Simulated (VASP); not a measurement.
Set up this calculation in VASP 6.6.1, as the native input.

```
Task                   : single point
Functional             : PBE
Potentials or basis    : VASP PAW PBE potentials, release 64 (Be, Te)
Cutoff                 : 600 eV
k mesh                 : 5 × 5 × 5
Occupations            : gaussian, width 0.2 eV
Spin                   : no spin polarisation
Dipole correction      : no
Further INCAR settings : ALGO = Normal; EDIFF = 1e-06; NBANDS = 14
```

The structure of BeTe2 lies in POSCAR:

```
BeTe2
1.0
   -2.4538025552      2.4538025552      3.1444500217
    2.4538025552     -2.4538025552      3.1444500217
    2.4538025552      2.4538025552     -3.1444500217
Be Te
1 2
Direct
    0.0000000000      0.0000000000      0.0000000000
    0.7500000000      0.2500000000      0.5000000000
    0.2500000000      0.7500000000      0.5000000000
```

One way to write it, as run:

INCAR

```
SYSTEM = BeTe2
ALGO = Normal
EDIFF = 1E-6
ENCUT = 600
GGA = PE
GGA_COMPAT = .FALSE.
ISIF = 2
ISMEAR = 0
LASPH = .TRUE.
LCHARG = .FALSE.
LREAL = .FALSE.
LWAVE = .FALSE.
NBANDS = 14
NELM = 120
PREC = Accurate
SIGMA = 0.2
```

KPOINTS

```
k-points
0
G
  5 5 5
  0 0 0
```

Potentials or basis: VASP PAW PBE potentials, release 64 (Be, Te).

Run with:

```bash
$ cat potpaw_PBE.64/Be/POTCAR potpaw_PBE.64/Te/POTCAR > POTCAR
$ mpirun -np 1 vasp_std > vasp.out
```

It gave:

The pressure is -0.2 GPa and the band gap on the k mesh is zero (band 7 reaches 7.41 eV, above the bottom of band 8 at 4.87 eV).

Caveat: the k points lie up to 0.36 Å⁻¹ apart; spin-orbit coupling is left out, which moves the levels of the heavy elements.

It took 46 s on 1 thread of Intel Xeon 8259CL, with other jobs on the host, peak memory 0.24 GiB.
